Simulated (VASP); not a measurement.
# Li in VASP: a series of runs, part 2 of 2

VASP 6.6.1. Earlier steps stand in the parts before.

### Step 3. Single point, PBE

This run uses another cell than the first one: it holds 8 atoms, not 4.

Contents of INCAR:

```
SYSTEM = Li
PREC = Accurate
ENCUT = 520
EDIFF = 1E-6
ISMEAR = 0
SIGMA = 0.2
LREAL = .False.
LASPH = .True.
NELM = 80
ALGO = Fast
ISIF = 2
LWAVE = .False.
LCHARG = .False.
GGA = PE
NBANDS = 22
```

Contents of KPOINTS:

```
Automatic mesh
0
Gamma
  8 4 2
  0 0 0
```

Contents of POSCAR:

```
Li
1.0
    3.1558154160     -0.0002470724      0.0010278751
   -0.0014525422      5.1777185625     -0.0244524912
    0.0017588716     -0.0449985749      9.9797637058
Li
8
Direct
    0.5001586641      0.5005939676     -0.0000361495
   -0.0030336083     -0.0001466576     -0.0001818454
    0.4998748098      0.4993616523      0.4996579796
    0.0020797872     -0.0009349554      0.5005607284
   -0.0018352416      0.3490188326      0.7499944133
    0.5022504739      0.8491189550      0.7499549710
    0.5001349373      0.1517037401      0.2501760448
    0.0003701777      0.6512844654      0.2498738576
```

Potentials or basis: VASP PAW PBE potentials, release 64 (Li_sv).

On the command line:

```console
> cat potpaw_PBE.64/Li_sv/POTCAR > POTCAR
> mpirun -np 1 vasp_std > vasp.out
```

OUTCAR:

```text
SYSTEM = Li
   PREC = Accurate
   ENCUT = 520
   EDIFF = 1E-6
   ISMEAR = 0
   LREAL = .False.
   LASPH = .True.
   NELM = 80
   ISIF = 2
   GGA = PE

 ion  position               nearest neighbor table
   1  0.500  0.501  1.000-
   2  0.997  1.000  1.000-
   3  0.500  0.499  0.500-
   4  0.002  0.999  0.501-
   5  0.998  0.349  0.750-
   6  0.502  0.849  0.750-
   7  0.500  0.152  0.250-
   8  0.000  0.651  0.250-

  LATTYP: Found a triclinic cell.
 ALAT       =     8.1622609818
 B/A-ratio  =     0.3866349777
 C/A-ratio  =     1.7538369662
 COS(alpha) =     0.0000894942
 COS(beta)  =     0.4548743857
 COS(gamma) =     0.7730413576

  Lattice vectors:

 A1 = (  -6.3101782898,  -5.1772244177,   0.0223967410)
 A2 = (  -3.1558154160,   0.0002470724,  -0.0010278751)
 A3 = (   0.0011462128, -10.3104385501,  -9.9308587234)

Analysis of symmetry for initial positions (statically):
=====================================================================
 Subroutine PRICEL returns:
 Original cell was already a primitive cell.

 Routine SETGRP: Setting up the symmetry group for a
 triclinic supercell.

 Subroutine GETGRP returns: Found  1 space group operations
 (whereof  1 operations were pure point group operations)
 out of a pool of  2 trial point group operations.

The static configuration has the point symmetry C_1 .

Analysis of symmetry for dynamics (positions and initial velocities):
=====================================================================
 Subroutine PRICEL returns:
 Original cell was already a primitive cell.

 Routine SETGRP: Setting up the symmetry group for a
 triclinic supercell.

 Subroutine GETGRP returns: Found  1 space group operations
 (whereof  1 operations were pure point group operations)
 out of a pool of  2 trial point group operations.

The dynamic configuration has the point symmetry C_1 .

 Subroutine INISYM returns: Found  1 space group operations
 (whereof  1 operations are pure point group operations),
 and found     1 'primitive' translations

----------------------------------------------------------------------------------------

                                     Primitive cell

  volume of cell :     163.0651

  direct lattice vectors                    reciprocal lattice vectors
     3.155815416 -0.000247072  0.001027875     0.316875339  0.000088633 -0.000055448
    -0.001452542  5.177718562 -0.024452491     0.000014837  0.193139373  0.000870859
     0.001758872 -0.044998575  9.979763706    -0.000032601  0.000473222  0.100204913

  length of vectors
     3.155815593  5.177776506  9.979865309     0.316875356  0.193141337  0.100206035

  position of ions in fractional coordinates (direct lattice)
     0.500158664  0.500593968  0.999963851
     0.996966392  0.999853342  0.999818155
     0.499874810  0.499361652  0.499657980
     0.002079787  0.999065045  0.500560728
     0.998164758  0.349018833  0.749994413
     0.502250474  0.849118955  0.749954971
     0.500134937  0.151703740  0.250176045
     0.000370178  0.651284465  0.249873858

  ion indices of the primitive-cell ions
   primitive index   ion index
[... 29 lines left out ...]

 Subroutine IBZKPT returns following result:
 ===========================================

 Found     36 irreducible k-points:

 Following reciprocal coordinates:
            Coordinates               Weight
  0.000000  0.000000  0.000000      1.000000
  0.125000 -0.000000  0.000000      2.000000
  0.250000 -0.000000  0.000000      2.000000
  0.375000 -0.000000  0.000000      2.000000
  0.500000 -0.000000  0.000000      1.000000
  0.000000  0.250000  0.000000      2.000000
[... 16 lines left out ...]
  0.500000 -0.000000  0.500000      1.000000
 -0.000000  0.250000  0.500000      2.000000
 [... further k-points ...]
   k-points           NKPTS =     36   k-points in BZ     NKDIM =     36   number of bands    NBANDS=     22
   number of dos      NEDOS =    301   number of ions     NIONS =      8
   total plane-waves  NPLWV =  76800
   dimension x,y,z NGX =    24 NGY =   40 NGZ =   80
   dimension x,y,z NGXF=    48 NGYF=   80 NGZF=  160
   ions per type =               8
   NGX,Y,Z   is equivalent  to a cutoff of  12.64, 12.84, 13.33 a.u.
   NGXF,Y,Z  is equivalent  to a cutoff of  25.29, 25.69, 26.65 a.u.
 SYSTEM =  Li
   PREC   = accura    normal or accurate (medium, high low for compatibility)
   ISTART =      0    job   : 0-new  1-cont  2-samecut
   ICHARG =      2    charge: 1-file 2-atom 10-const
   ISPIN  =      1    spin polarized calculation?
   LNONCOLLINEAR =      F non collinear calculations
   LSORBIT =      F    spin-orbit coupling
   LASPH  =      T    aspherical Exc in radial PAW
   ENCUT  =  520.0 eV  38.22 Ry    6.18 a.u.   5.87  9.63 18.56*2*pi/ulx,y,z
   NELM   =     80;   NELMIN=  2; NELMDL= -5     # of ELM steps
   EDIFF  = 0.1E-05   stopping-criterion for ELM
   LREAL  =      F    real-space projection
   EDIFFG = 0.1E-04   stopping-criterion for IOM
   NSW    =      0    number of steps for IOM
   IBRION =     -1    ionic relax: 0-MD 1-quasi-New 2-CG
   NFREE  =      0    steps in history (QN), initial steepest desc. (CG)
   ISIF   =      2    stress and relaxation
   ISYM   =      2    0-nonsym 1-usesym 2-fastsym
   POTIM  = 0.5000    time-step for ionic-motion
   TEBEG  =    0.0;   TEEND  =   0.0 temperature during run
   PSTRESS=    0.0 pullay stress
   NELECT =      24.0000    total number of electrons
   NUPDOWN=      -1.0000    fix difference up-down
   EMIN   =  10.00;   EMAX   =-10.00  energy-range for DOS
   EFERMI =   0.00;   METHOD = LEGACY
   ISMEAR =     0;   SIGMA  =   0.20  broadening in eV -4-tet -1-fermi 0-gaus
   EFERMI_NEDOS =   21; number of points for ismear=-14 and -15
   IALGO  =     68    algorithm
   IMIX   =      4    mixing-type and parameters
     AMIX     =   0.40;   BMIX     =  1.00
     AMIX_MAG =   1.60;   BMIX_MAG =  1.00
  volume/ion in A,a.u.               =      20.38       137.55
  Fermi-wavevector in a.u.,A,eV,Ry     =   0.864354  1.633392 10.165016  0.747108
  Thomas-Fermi vector in A             =   1.982438
   LORBIT       =      0    0 simple, 1 ext, 2 COOP (PROOUT), +10 PAW based schemes
   GGA     = PE    functional components
   LHFCALC =     F    Hartree Fock is set to
   AEXX    =    0.0000 exact exchange contribution
   IVDW    =     0    specifies the selected vdW correction
   LEPSILON=     F    determine dielectric tensor
   LRPA    =     F    only Hartree local field effects (RPA)
 non-spin polarized calculation
 RMM-DIIS sequential band-by-band and
 Gauss-broadening in eV      SIGMA  =   0.20
  energy-cutoff  :      520.00
  volume of cell :      163.07
 maximum number of plane-waves:      4414
   NGX = 11   NGY = 19   NGZ = 37

 number of electron      23.9999972 magnetization

 Free energy of the ion-electron system (eV)
  ---------------------------------------------------
  ext. energy  EPLUGINS =         0.00000000
  ---------------------------------------------------
  free energy    TOTEN  =       -15.30577782 eV

  energy without entropy =      -15.22925416  energy(sigma->0) =      -15.26751599

 E-fermi :   0.6106     XC(G=0):  -7.0307

 val. band max:        0.5654151049   @ k =  -0.2500   0.2500   0.5000
 cond. band min:       0.6222496576   @ k =   0.0000   0.5000   0.5000
 fundamental gap:      0.0568345527
 Fermi energy:         0.6105662222

 k-point     1 :       0.0000    0.0000    0.0000
  band No.  band energies     occupation
      1     -45.9305      2.00000
      2     -45.9224      2.00000
      3     -45.9205      2.00000
      4     -45.9124      2.00000
      5     -45.9119      2.00000
      6     -45.9088      2.00000
[... 589 lines left out ...]
     21       7.0290      0.00000
     22       7.1779      0.00000

 [... further k-points ...]
[... 5 lines left out ...]
  --------------------------------------------------------------------------------------
  -------------------------------------------------------------------------------------
  Total       -0.1539133     -0.1183369     -0.1926617      0.0038020     -0.0387000     -0.0034634
  in kB       -1.5122572     -1.1627056     -1.8929750      0.0373560     -0.3802424     -0.0340292
  external PRESSURE =      -1.5226459 kB  Pullay stress =       0.0000000 kB

 VOLUME and BASIS-vectors are now :
 -----------------------------------------------------------------------------
  energy-cutoff  :      520.00
  volume of cell :      163.07
      direct lattice vectors                 reciprocal lattice vectors
     3.155815416 -0.000247072  0.001027875     0.316875339  0.000088633 -0.000055448
    -0.001452542  5.177718562 -0.024452491     0.000014837  0.193139373  0.000870859
     0.001758872 -0.044998575  9.979763706    -0.000032601  0.000473222  0.100204913

 POSITION                                       TOTAL-FORCE (eV/Angst)
 -----------------------------------------------------------------------------------
      1.57944      2.54681      9.96768        -0.006799     -0.005061      0.000398
      3.14655      5.13172      9.95452         0.009008      0.005231      0.002845
      1.57767      2.56295      4.97477         0.001570     -0.000616      0.004545
      0.00599      5.15035      4.97105        -0.002422      0.002512     -0.007383
      3.15084      1.77313      7.47726         0.007553      0.004219     -0.001047
      1.58510      4.36263      7.46413        -0.008541     -0.001552      0.001608
      1.57855      0.77410      2.49350        -0.000326     -0.007231     -0.001590
      0.00066      3.36092      2.47776        -0.000042      0.002499      0.000624
 -----------------------------------------------------------------------------------
    total drift:                                0.000018     -0.000133     -0.000064

  FREE ENERGIE OF THE ION-ELECTRON SYSTEM (eV)
  ---------------------------------------------------
  free  energy   TOTEN  =       -15.3057778199 eV

  energy  without entropy=      -15.2292541622  energy(sigma->0) =      -15.26751599
```

Run time: 1.8 min. Hardware: 1 thread of AMD EPYC 9R45 (Zen 5), shared host; peak memory 0.25 GiB.

What came out:

| Quantity | Value |
| --- | --- |
| Free energy | -15.3058 eV |
| Largest force | 0.011 eV/Å |
| Band gap on the k mesh | zero (band 12 reaches 1.55 eV, above the bottom of band 13 at -0.74 eV) |

Forces in eV/Å, atoms in the order of the input:
```
Li  -0.007 -0.005  0.000
Li   0.009  0.005  0.003
Li   0.002 -0.001  0.005
Li  -0.002  0.003 -0.007
Li   0.008  0.004 -0.001
Li  -0.009 -0.002  0.002
Li   0.000 -0.007 -0.002
Li   0.000  0.002  0.001
```

Levels at points of the mesh, in eV from the Fermi level:
| k point | band 8 | band 9 | band 10 | band 11 | band 12 | band 13 | band 14 | band 15 | band 16 | band 17 |
| --- | --- | --- | --- | --- | --- | --- | --- | --- | --- | --- |
| (0.00, 0.00, 0.00) | -46.51 | -3.55 | -2.43 | -2.43 | 0.01 | 0.07 | 0.74 | 0.93 | 1.66 | 2.95 |
| (0.50, 0.00, 0.00) | -46.52 | -0.72 | -0.71 | 0.35 | 0.35 | 0.37 | 0.37 | 3.22 | 3.22 | 3.58 |
| (0.00, 0.50, 0.00) | -46.52 | -2.51 | -2.51 | -1.39 | -1.39 | -1.35 | -1.35 | 1.38 | 1.38 | 3.30 |
| (0.50, 0.50, 0.00) | -46.52 | -0.12 | -0.12 | 0.36 | 0.36 | 0.57 | 0.57 | 1.06 | 1.07 | 3.23 |
| (0.00, 0.00, 0.50) | -46.52 | -3.27 | -3.27 | -1.09 | -1.09 | 0.26 | 0.30 | 1.37 | 1.43 | 3.75 |
| (0.50, 0.00, 0.50) | -46.52 | -0.46 | -0.45 | -0.45 | -0.44 | 1.68 | 1.69 | 1.70 | 1.71 | 3.94 |
| (0.00, 0.50, 0.50) | -46.52 | -2.23 | -2.23 | -2.21 | -2.21 | 0.01 | 0.02 | 0.07 | 0.07 | 5.13 |
| (0.50, 0.50, 0.50) | -46.52 | 0.04 | 0.04 | 0.06 | 0.06 | 0.85 | 0.86 | 0.88 | 0.89 | 3.55 |

Caveat: the cutoff is under 1.25 times the usual one of these potentials, so pressure, stress and relaxed cells hold a basis-set (Pulay) error.

### Step 4. Single point, PBE

This run uses another cell than the first one, of the same volume but with other edges.

Contents of INCAR:

```
SYSTEM = Li
  PREC = Accurate
  ENCUT = 520
  EDIFF = 1E-6
  ISMEAR = 0
  SIGMA = 0.1
  LREAL = .FALSE.
  LASPH = .TRUE.
  NELM = 80
  ALGO = Fast
  ISIF = 2
  LWAVE = .FALSE.
  LCHARG = .TRUE.
  GGA = PE
  LELF = .TRUE.
  LVHAR = .TRUE.
  NBANDS = 14
```

Contents of KPOINTS:

```
Automatic mesh
0
G
  18 18 6
  0 0 0
```

Contents of POSCAR:

```
Li
1.0
    3.0535634337      0.0000000000      0.0000000000
   -1.5267817168      2.6444635056      0.0000000000
    0.0000000000      0.0000000000     10.0176894209
Li
4
Direct
    0.0000000000      0.0000000000      0.0000000000
    0.0000000000      0.0000000000      0.5000000000
    0.3333333333      0.6666666667      0.7500000000
    0.6666666667      0.3333333333      0.2500000000
```

On the command line:

```console
> cat potpaw_PBE.64/Li_sv/POTCAR > POTCAR
> mpirun -np 1 vasp_std > vasp.out
```

Wall time 2.1 min (1 thread of AMD EPYC 9R45 (Zen 5), shared host); peak memory 0.24 GiB.

Results (log left out):

```yaml
Free_energy: -7.6319 eV
Band_gap_on_the_k_mesh: zero (band 6 reaches 2.21 eV, above the bottom of band 7 at -1.82 eV)
```

Levels at points of the mesh, in eV from the Fermi level:
```csv
k point,band 2,band 3,band 4,band 5,band 6,band 7,band 8,band 9,band 10,band 11
"(0.00, 0.00, 0.00)",-46.51,-46.50,-46.50,-3.55,-2.45,-2.44,-0.03,2.91,7.93,7.93
"(0.50, 0.00, 0.00)",-46.49,-46.49,-46.49,-0.04,0.51,0.70,1.28,3.37,3.42,4.96
"(0.00, 0.00, 0.50)",-46.51,-46.50,-46.50,-3.28,-3.28,-1.12,-1.12,4.66,4.66,11.76
"(0.50, 0.00, 0.50)",-46.49,-46.49,-46.49,0.15,0.15,1.07,1.07,3.69,3.69,4.56
```

Caveat: the cutoff is under 1.25 times the usual one of these potentials, so pressure, stress and relaxed cells hold a basis-set (Pulay) error.

### Step 5. Single point, PBE

This run uses another cell than the first one: it holds 8 atoms, not 4.

Contents of INCAR:

```
SYSTEM = Li
ALGO = Normal ; EDIFF = 1E-6
ENCUT = 520 ; GGA = PE
ISIF = 2 ; ISMEAR = 0
LASPH = .TRUE. ; LCHARG = .FALSE.
LREAL = .FALSE. ; LWAVE = .FALSE.
NBANDS = 22 ; NELM = 100
PREC = Accurate ; SIGMA = 0.2
```

Contents of KPOINTS:

```
k-points
0
G
  8 4 2
  0 0 0
```

Contents of POSCAR:

```
Li
1.0
    3.0535634337      0.0000000000      0.0000000000
    0.0000000000      5.2889270113      0.0000000000
    0.0000000000      0.0000000000     10.0176894209
Li
8
Direct
    0.5000000000      0.5000000000      0.0000000000
    0.0000000000      0.0000000000      0.0000000000
    0.5000000000      0.5000000000      0.5000000000
    0.0000000000      0.0000000000      0.5000000000
    0.0000000000      0.3333333333      0.7500000000
    0.5000000000      0.8333333333      0.7500000000
    0.5000000000      0.1666666667      0.2500000000
    0.0000000000      0.6666666667      0.2500000000
```

On the command line:

```console
> cat potpaw_PBE.64/Li_sv/POTCAR > POTCAR
> mpirun -np 1 vasp_std > vasp.out
```

It took 53 s on 1 thread of AMD EPYC 9R45 (Zen 5), shared host; peak memory 0.24 GiB.

The run converged. Its results:

* Free energy: -15.2983 eV
* Largest force: 0.010 eV/Å
* Band gap on the k mesh: zero (band 12 reaches 1.73 eV, above the bottom of band 13 at -0.81 eV)

Forces on the atoms (eV/Å):
```
Li   0.000  0.000  0.000
Li   0.000  0.000  0.000
Li   0.000  0.000  0.000
Li   0.000  0.000  0.000
Li   0.000 -0.010  0.000
Li   0.000 -0.010  0.000
Li   0.000  0.010  0.000
Li   0.000  0.010  0.000
```

Levels at points of the mesh, in eV from the Fermi level:
| k point | band 9 | band 10 | band 11 | band 12 | band 13 | band 14 | band 15 | band 16 |
| --- | --- | --- | --- | --- | --- | --- | --- | --- |
| (0.00, 0.00, 0.00) | -3.54 | -2.44 | -2.44 | -0.03 | -0.02 | 0.52 | 0.71 | 1.29 |
| (0.50, 0.00, 0.00) | -0.53 | -0.53 | 0.52 | 0.52 | 0.54 | 0.54 | 3.24 | 3.24 |
| (0.00, 0.50, 0.00) | -2.55 | -2.55 | -1.42 | -1.42 | -1.42 | -1.42 | 1.29 | 1.29 |
| (0.50, 0.50, 0.00) | -0.03 | -0.03 | 0.52 | 0.52 | 0.71 | 0.71 | 1.29 | 1.29 |
| (0.00, 0.00, 0.50) | -3.27 | -3.27 | -1.11 | -1.11 | 0.16 | 0.16 | 1.08 | 1.08 |
| (0.50, 0.00, 0.50) | -0.27 | -0.27 | -0.27 | -0.27 | 1.84 | 1.84 | 1.84 | 1.84 |
| (0.00, 0.50, 0.50) | -2.26 | -2.26 | -2.26 | -2.26 | -0.03 | -0.03 | -0.03 | -0.03 |
| (0.50, 0.50, 0.50) | 0.15 | 0.15 | 0.15 | 0.15 | 1.08 | 1.08 | 1.08 | 1.08 |

Caveat: the cutoff is under 1.25 times the usual one of these potentials, so pressure, stress and relaxed cells hold a basis-set (Pulay) error.

### Step 6. Relaxation of cell and atoms, PBE

Contents of INCAR:

```
SYSTEM = Li
PREC = Accurate ; ENCUT = 600
EDIFF = 1E-6 ; ISMEAR = 0
SIGMA = 0.1 ; LREAL = .FALSE.
LASPH = .TRUE. ; NELM = 100
ALGO = Fast ; ISIF = 3
LWAVE = .FALSE. ; LCHARG = .FALSE.
GGA = PE ; IBRION = 2
NSW = 100 ; EDIFFG = -0.01
```

Contents of KPOINTS:

```
Automatic mesh
0
G
  18 18 6
  0 0 0
```

Contents of POSCAR:

```
Li
1.0
    3.1019034111      0.0000000000      0.0000000000
   -1.5509517055      2.6863271541      0.0000000000
    0.0000000000      0.0000000000      9.7003215074
Li
4
Direct
    0.0000000000      0.0000000000      0.0000000000
    0.0000000000      0.0000000000      0.5000000000
    0.3333333333      0.6666666667      0.7500000000
    0.6666666667      0.3333333333      0.2500000000
```

Potentials or basis: VASP PAW PBE potentials, release 64 (Li_sv).

On the command line:

```console
> cat potpaw_PBE.64/Li_sv/POTCAR > POTCAR
> mpirun -np 1 vasp_std > vasp.out
```

Wall time 5.3 min (1 thread of AMD EPYC 9R45 (Zen 5), shared host); peak memory 0.27 GiB.

It converged, with:

- Free energy: -7.6313 eV
- Relaxed volume: 19.99 Å³/atom
- Relaxed cell: a = 3.041 Å, b = 3.041 Å, c = 9.981 Å, α = 90.00°, β = 90.00°, γ = 120.00°
- Space group after relaxing (to 0.05 Å): P6_3/mmc (No. 194)
- Energy gained by relaxing: 2.2 meV/atom
- Ionic steps: 5
- Pressure after relaxing: 0.1 GPa
- Band gap on the k mesh: zero (band 6 reaches 2.26 eV, above the bottom of band 7 at -1.80 eV)

Step by step:
| step | energy change (eV) | largest force (eV/Å) | pressure (GPa) | volume (Å³) |
| --- | --- | --- | --- | --- |
| 1 | 0.0000 | 0.0000 | -0.07 | 80.83 |
| 2 | -0.0021 | 0.0000 | -0.08 | 80.72 |
| 3 | -0.0068 | 0.0000 | -0.04 | 80.39 |
| 4 | -0.0082 | 0.0000 | 0.06 | 79.67 |
| 5 | -0.0090 | 0.0000 | 0.05 | 79.94 |

Final structure:
```
Li
1.0
     3.04109    0.00000    0.00000
    -1.52054    2.63366    0.00000
     0.00000    0.00000    9.98125
Li
4
Direct
  0.00000 0.00000 0.00000
  0.00000 0.00000 0.50000
  0.33333 0.66667 0.75000
  0.66667 0.33333 0.25000
```

Levels at points of the mesh, in eV from the Fermi level:
| k point | band 3 | band 4 | band 5 | band 6 | band 7 | band 8 | band 9 | band 10 |
| --- | --- | --- | --- | --- | --- | --- | --- | --- |
| (0.00, 0.00, 0.00) | -46.48 | -46.48 | -3.57 | -2.46 | -2.46 | -0.04 | 2.94 | 7.99 |
| (0.50, 0.00, 0.00) | -46.47 | -46.47 | -0.04 | 0.52 | 0.71 | 1.29 | 3.41 | 3.46 |
| (0.00, 0.00, 0.50) | -46.48 | -46.48 | -3.29 | -3.29 | -1.13 | -1.13 | 4.70 | 4.70 |
| (0.50, 0.00, 0.50) | -46.47 | -46.47 | 0.14 | 0.14 | 1.08 | 1.08 | 3.72 | 3.73 |

Caveat: the cutoff is under 1.25 times the usual one of these potentials, so pressure, stress and relaxed cells hold a basis-set (Pulay) error.

### Step 7. Overview

```tsv
task	cell	k mesh	cutoff (eV)	smearing	gap on the mesh (eV)	largest force (eV/Å)
single point	a = 3.102, b = 3.102, c = 9.700 Å, angles 90.0, 90.0, 120.0°, 4 atoms	6 × 6 × 4	520	gaussian 0.1 eV	none	-
single point	a = 3.156, b = 5.178, c = 9.980 Å, angles 90.5, 90.0, 90.0°, 8 atoms	8 × 4 × 2	520	gaussian 0.2 eV	none	0.01
single point	a = 3.054, b = 3.054, c = 10.018 Å, angles 90.0, 90.0, 120.0°, 4 atoms	18 × 18 × 6	520	gaussian 0.1 eV	none	-
single point	a = 3.054, b = 5.289, c = 10.018 Å, 8 atoms	8 × 4 × 2	520	gaussian 0.2 eV	none	0.01
relaxation of cell and atoms	relaxed from a = 3.102, b = 3.102, c = 9.700 Å, angles 90.0, 90.0, 120.0°, 4 atoms	18 × 18 × 6	600	gaussian 0.1 eV	none	-
```

Alike in all rows: level PBE; potentials or basis VASP PAW PBE potentials, release 64 (Li_sv); no spin polarisation.

Caveats: some runs use coarse meshes; the cutoff is under 1.25 times the usual one of these potentials, so pressure, stress and relaxed cells hold a basis-set (Pulay) error.

Absolute energies hang on the potentials; compare differences alone.
